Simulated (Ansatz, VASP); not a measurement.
One calculation of Ag, two programs

```xyz
1
Lattice="-1.7374 1.7374 1.7374 1.7374 -1.7374 1.7374 1.7374 1.7374 -1.7374" Properties=species:S:1:pos:R:3 pbc="T T T"
Ag    0.0000    0.0000    0.0000
```

Alike in both runs: task single point; functional PBE; k mesh 18 × 18 × 18; occupations gaussian, width 0.1 eV; no spin polarisation.

|  | VASP | Ansatz |
| --- | --- | --- |
| version | VASP 6.6.1 | Ansatz 0.2.0 |
| potentials or method | VASP PAW PBE potentials, release 64 (Ag), cutoff 520 eV | scalar-relativistic, plane waves, PAW |
| valence electrons in the cell | 11 | 19 |

```tsv
	VASP	Ansatz	Ansatz less VASP
gap on the k mesh at the Fermi level (eV)	none	none	-
pressure (GPa)	-8.7	-8.7	+0.02
```

A gap of «none» marks a metal or a gap that the smearing closes. The functional is the same, so the differences come from potentials, cutoffs and numerics. VASP's potentials hold 11 valence electrons a cell and Ansatz's 19, so a difference there can come from the potentials and not from the codes.
